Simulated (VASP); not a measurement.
# Cr (P6_3/mmc) in VASP: a series of runs

The runs below take Cr through single point, with PBEsol.

Everything below comes from runs of VASP 6.6.1. Logs are shortened: lines on timing, memory, paths and dates and some standing lists are left out, and cuts for length are marked.

**1. The cell of the first run**

It takes space group P6_3/mmc (No. 194, hexagonal). Conventional cell: a = 2.365 Å, b = 2.365 Å, c = 8.334 Å, α = 90.00°, β = 90.00°, γ = 120.00°. Cr (site symmetry -3m) has 12 Cr at 2.37 to 2.49 Å within 3.1 Å. Cr (site symmetry -6m2) has 12 Cr at 2.37 to 2.49 Å within 3.1 Å.

**2. Single point, PBEsol, collinear spin, ferromagnetic start (volume scaled by 0.88)**

Contents of INCAR:

```
  PREC = Accurate
  ENCUT = 520
  EDIFF = 1E-7
  ISMEAR = -1
  SIGMA = 0.05
  LREAL = F
  LASPH = T
  NELM = 150
  ALGO = Normal
  ISIF = 2
  LWAVE = F
  LCHARG = F
  ISPIN = 2
  MAGMOM = 1.5 1.5 1.5 1.5
  LORBIT = 11
  LMAXMIX = 4
  GGA = PS
  NBANDS = 36
```

Contents of KPOINTS:

```
regular mesh
0
Gamma
  16 16 4
```

Contents of POSCAR:

```
Cr
1.0
    2.3653056024      0.0000000000      0.0000000000
   -1.1826528012      2.0484147394      0.0000000000
    0.0000000000      0.0000000000      8.3336601852
Cr
4
Direct
    0.0000000000      1.0000000000      1.0000000000
    0.0000000000      0.0000000000      0.5000000000
    0.3333333333      0.6666666667      0.2500000000
    0.6666666667      0.3333333333      0.7500000000
```

Potentials or basis: VASP PAW PBE potentials, release 64 (Cr_pv).

The run is started by

```sh
> cat potpaw_PBE.64/Cr_pv/POTCAR > POTCAR
> mpirun -np 1 vasp_std > vasp.out
```

OUTCAR:

```text
PREC = Accurate
   ENCUT = 520
   EDIFF = 1E-7
   ISMEAR = -1
   LREAL = F
   LASPH = T
   NELM = 150
   ISIF = 2
   ISPIN = 2
   LORBIT = 11
   GGA = PS

 ion  position               nearest neighbor table
   1  0.000  0.000  0.000-   3 2.49   4 2.49   4 2.49   3 2.49   4 2.49   3 2.49
   2  0.000  0.000  0.500-   3 2.49   4 2.49   4 2.49   3 2.49   4 2.49   3 2.49
   3  0.333  0.667  0.250-   1 2.49   2 2.49   1 2.49   2 2.49   1 2.49   2 2.49
   4  0.667  0.333  0.750-   1 2.49   2 2.49   1 2.49   2 2.49   1 2.49   2 2.49

  LATTYP: Found a hexagonal cell.
 ALAT       =     2.3653056024
 C/A-ratio  =     3.5232911032

  Lattice vectors:

 A1 = (   2.3653056024,   0.0000000000,   0.0000000000)
 A2 = (  -1.1826528012,   2.0484147394,   0.0000000000)
 A3 = (   0.0000000000,   0.0000000000,   8.3336601852)

Analysis of symmetry for initial positions (statically):
=====================================================================
 Subroutine PRICEL returns:
 Original cell was already a primitive cell.

 Routine SETGRP: Setting up the symmetry group for a
 hexagonal supercell.

 Subroutine GETGRP returns: Found 24 space group operations
 (whereof 12 operations were pure point group operations)
 out of a pool of 24 trial point group operations.

The static configuration has the point symmetry D_3d.
 The point group associated with its full space group is D_6h.

Analysis of symmetry for dynamics (positions and initial velocities):
=====================================================================
 Subroutine PRICEL returns:
 Original cell was already a primitive cell.

 Routine SETGRP: Setting up the symmetry group for a
 hexagonal supercell.

 Subroutine GETGRP returns: Found 24 space group operations
 (whereof 12 operations were pure point group operations)
 out of a pool of 24 trial point group operations.

The dynamic configuration has the point symmetry D_3d.
 The point group associated with its full space group is D_6h.

Analysis of structural, dynamic, and magnetic symmetry:
=====================================================================
 Subroutine PRICEL returns:
 Original cell was already a primitive cell.

 Routine SETGRP: Setting up the symmetry group for a
 hexagonal supercell.

 Subroutine GETGRP returns: Found 24 space group operations
 (whereof 12 operations were pure point group operations)
 out of a pool of 24 trial point group operations.

The overall configuration has the point symmetry D_3d.
 The point group associated with its full space group is D_6h.

 Subroutine INISYM returns: Found 24 space group operations
 (whereof 12 operations are pure point group operations),
 and found     1 'primitive' translations

----------------------------------------------------------------------------------------

                                     Primitive cell

  volume of cell :      40.3776

  direct lattice vectors                    reciprocal lattice vectors
     2.365305602  0.000000000  0.000000000     0.422778350  0.244091194  0.000000000
    -1.182652801  2.048414739  0.000000000     0.000000000  0.488182388  0.000000000
     0.000000000  0.000000000  8.333660185     0.000000000  0.000000000  0.119995294

  length of vectors
     2.365305602  2.365305602  8.333660185     0.488182388  0.488182388  0.119995294

  position of ions in fractional coordinates (direct lattice)
     0.000000000  0.000000000  0.000000000
     0.000000000  0.000000000  0.500000000
     0.333333333  0.666666667  0.250000000
     0.666666667  0.333333333  0.750000000

  ion indices of the primitive-cell ions
   primitive index   ion index
                 1           1
                 2           2
                 3           3
                 4           4

----------------------------------------------------------------------------------------

 KPOINTS: regular mesh

Automatic generation of k-mesh.
 Grid dimensions read from file:
 generate k-points for:   16   16    4

 Generating k-lattice:

  Cartesian coordinates                     Fractional coordinates (reciprocal lattice)
     0.026423647  0.015255700  0.000000000     0.062500000  0.000000000  0.000000000
     0.000000000  0.030511399  0.000000000     0.000000000  0.062500000  0.000000000
     0.000000000  0.000000000  0.029998823     0.000000000  0.000000000  0.250000000

  Length of vectors
     0.030511399  0.030511399  0.029998823

  Shift w.r.t. Gamma in fractional coordinates (k-lattice)
     0.000000000  0.000000000  0.000000000

 Subroutine IBZKPT returns following result:
 ===========================================

 Found     90 irreducible k-points:

 Following reciprocal coordinates:
            Coordinates               Weight
  0.000000  0.000000  0.000000      1.000000
  0.062500 -0.000000  0.000000      6.000000
  0.125000 -0.000000  0.000000      6.000000
  0.187500 -0.000000  0.000000      6.000000
  0.250000 -0.000000  0.000000      6.000000
  0.312500 -0.000000  0.000000      6.000000
[... 16 lines left out ...]
  0.187500  0.187500  0.000000      6.000000
  0.250000  0.187500  0.000000     12.000000
 [... further k-points ...]
   k-points           NKPTS =     90   k-points in BZ     NKDIM =     90   number of bands    NBANDS=     36
   number of dos      NEDOS =    301   number of ions     NIONS =      4
   total plane-waves  NPLWV =  20736
   dimension x,y,z NGX =    18 NGY =   18 NGZ =   64
   dimension x,y,z NGXF=    36 NGYF=   36 NGZF=  128
   ions per type =               4
   NGX,Y,Z   is equivalent  to a cutoff of  12.65, 12.65, 12.77 a.u.
   NGXF,Y,Z  is equivalent  to a cutoff of  25.30, 25.30, 25.53 a.u.
 SYSTEM =  unknown system
   PREC   = accura    normal or accurate (medium, high low for compatibility)
   ISTART =      0    job   : 0-new  1-cont  2-samecut
   ICHARG =      2    charge: 1-file 2-atom 10-const
   ISPIN  =      2    spin polarized calculation?
   LNONCOLLINEAR =      F non collinear calculations
   LSORBIT =      F    spin-orbit coupling
   LASPH  =      T    aspherical Exc in radial PAW
   ENCUT  =  520.0 eV  38.22 Ry    6.18 a.u.   4.40  4.40 15.50*2*pi/ulx,y,z
   NELM   =    150;   NELMIN=  2; NELMDL= -5     # of ELM steps
   EDIFF  = 0.1E-06   stopping-criterion for ELM
   LREAL  =      F    real-space projection
   EDIFFG = 0.1E-05   stopping-criterion for IOM
   NSW    =      0    number of steps for IOM
   IBRION =     -1    ionic relax: 0-MD 1-quasi-New 2-CG
   NFREE  =      0    steps in history (QN), initial steepest desc. (CG)
   ISIF   =      2    stress and relaxation
   ISYM   =      2    0-nonsym 1-usesym 2-fastsym
   POTIM  = 0.5000    time-step for ionic-motion
   TEBEG  =    0.0;   TEEND  =   0.0 temperature during run
   PSTRESS=    0.0 pullay stress
   NELECT =      48.0000    total number of electrons
   NUPDOWN=      -1.0000    fix difference up-down
   EMIN   =  10.00;   EMAX   =-10.00  energy-range for DOS
   EFERMI =   0.00;   METHOD = LEGACY
   ISMEAR =    -1;   SIGMA  =   0.05  broadening in eV -4-tet -1-fermi 0-gaus
   EFERMI_NEDOS =   21; number of points for ismear=-14 and -15
   IALGO  =     38    algorithm
   IMIX   =      4    mixing-type and parameters
     AMIX     =   0.40;   BMIX     =  1.00
     AMIX_MAG =   1.60;   BMIX_MAG =  1.00
  volume/ion in A,a.u.               =      10.09        68.12
  Fermi-wavevector in a.u.,A,eV,Ry     =   1.734236  3.277231 40.920548  3.007575
  Thomas-Fermi vector in A             =   2.808071
   LORBIT       =     11    0 simple, 1 ext, 2 COOP (PROOUT), +10 PAW based schemes
   GGA     = PS    functional components
   LHFCALC =     F    Hartree Fock is set to
   AEXX    =    0.0000 exact exchange contribution
   IVDW    =     0    specifies the selected vdW correction
   LEPSILON=     F    determine dielectric tensor
   LRPA    =     F    only Hartree local field effects (RPA)
 spin polarized calculation
  energy-cutoff  :      520.00
  volume of cell :       40.38
 maximum number of plane-waves:      1114
 NGX is ok and might be reduce to    18
   NGX =  9   NGY =  9   NGZ = 31

 number of electron      48.0000004 magnetization       0.0011149

 number of electron      48.0000004 magnetization      -0.0001999

 Free energy of the ion-electron system (eV)
  ---------------------------------------------------
  ext. energy  EPLUGINS =         0.00000000
  ---------------------------------------------------
  free energy    TOTEN  =       -38.71862153 eV

  energy without entropy =      -38.67616273  energy(sigma->0) =      -38.69739213

 E-fermi :  12.6543     XC(G=0): -14.6220

 val. band max:       12.6351712067   @ k =   0.2500   0.2500   0.2500
 cond. band min:      12.6565596413   @ k =   0.3750   0.1250   0.5000
 fundamental gap:      0.0213884346
 Fermi energy:        12.6543262540

 spin component 1

 k-point     1 :       0.0000    0.0000    0.0000
  band No.  band energies     occupation
      1     -30.6932      1.00000
      2     -30.1113      1.00000
      3     -30.1007      1.00000
      4     -29.4880      1.00000
      5     -29.3583      1.00000
      6     -29.3583      1.00000
[... 28 lines left out ...]
     35      15.4978      0.00000
     36      15.4978      0.00000
[... 866 lines left out ...]
      6     -29.8863      1.00000
[... 28 lines left out ...]
     35      17.6888      0.00000
     36      20.2853      0.00000

 [... further k-points ...]

 spin component 2

 k-point     1 :       0.0000    0.0000    0.0000
  band No.  band energies     occupation
      1     -30.6933      1.00000
      2     -30.1113      1.00000
      3     -30.1009      1.00000
      4     -29.4881      1.00000
      5     -29.3584      1.00000
      6     -29.3584      1.00000
[... 28 lines left out ...]
     35      15.4977      0.00000
     36      15.4977      0.00000
[... 866 lines left out ...]
      6     -29.8864      1.00000
[... 28 lines left out ...]
     35      17.6888      0.00000
     36      20.2969      0.00000

 [... further k-points ...]
[... 5 lines left out ...]
  --------------------------------------------------------------------------------------
  -------------------------------------------------------------------------------------
  Total       11.1133098     11.1133098      9.9019815      0.0000000      0.0000000      0.0000000
  in kB      440.9740804    440.9740804    392.9087985      0.0000000      0.0000000      0.0000000
  external PRESSURE =     424.9523198 kB  Pullay stress =       0.0000000 kB

 VOLUME and BASIS-vectors are now :
 -----------------------------------------------------------------------------
  energy-cutoff  :      520.00
  volume of cell :       40.38
      direct lattice vectors                 reciprocal lattice vectors
     2.365305602  0.000000000  0.000000000     0.422778350  0.244091194  0.000000000
    -1.182652801  2.048414739  0.000000000     0.000000000  0.488182388  0.000000000
     0.000000000  0.000000000  8.333660185     0.000000000  0.000000000  0.119995294

 POSITION                                       TOTAL-FORCE (eV/Angst)
 -----------------------------------------------------------------------------------
      0.00000      0.00000      0.00000         0.000000      0.000000     -0.000000
      0.00000      0.00000      4.16683         0.000000      0.000000     -0.000000
     -0.00000      1.36561      2.08342         0.000000     -0.000000      0.000000
      1.18265      0.68280      6.25025        -0.000000      0.000000     -0.000000
 -----------------------------------------------------------------------------------
    total drift:                                0.000000     -0.000000      0.000000

  FREE ENERGIE OF THE ION-ELECTRON SYSTEM (eV)
  ---------------------------------------------------
  free  energy   TOTEN  =       -38.7186215282 eV

  energy  without entropy=      -38.6761627266  energy(sigma->0) =      -38.69739213

 total charge

# of ion       s       p       d       tot
------------------------------------------
    1        0.492   6.476   4.445  11.414
    2        0.492   6.476   4.445  11.414
    3        0.493   6.477   4.439  11.409
    4        0.493   6.477   4.439  11.409
--------------------------------------------------
tot          1.970  25.907  17.768  45.646

 magnetization (x)

# of ion       s       p       d       tot
------------------------------------------
    1       -0.000  -0.000  -0.000  -0.000
    2       -0.000  -0.000  -0.000  -0.000
    3       -0.000   0.000   0.000   0.000
    4       -0.000   0.000   0.000   0.000
--------------------------------------------------
tot         -0.000   0.000  -0.000  -0.000
```

It took 3.9 min on 1 thread of Intel Xeon Platinum 8488C (Sapphire Rapids), shared host; peak memory 0.29 GiB.

What came out:

| Quantity | Value |
| --- | --- |
| Free energy | -38.7186 eV |
| Pressure | 42.5 GPa |
| Band gap on the k mesh | zero (filled and empty bands overlap) |
| Net moment | 0.00 μB per cell |
| Valence electrons inside the program's atomic spheres | Cr 11.41 |

Caveat: the starting moments collapsed, and a magnetic state may lie lower; the PAW data sets were made with another functional, which shifts forces and pressure a little.

(Continued in part 2 of 2.)
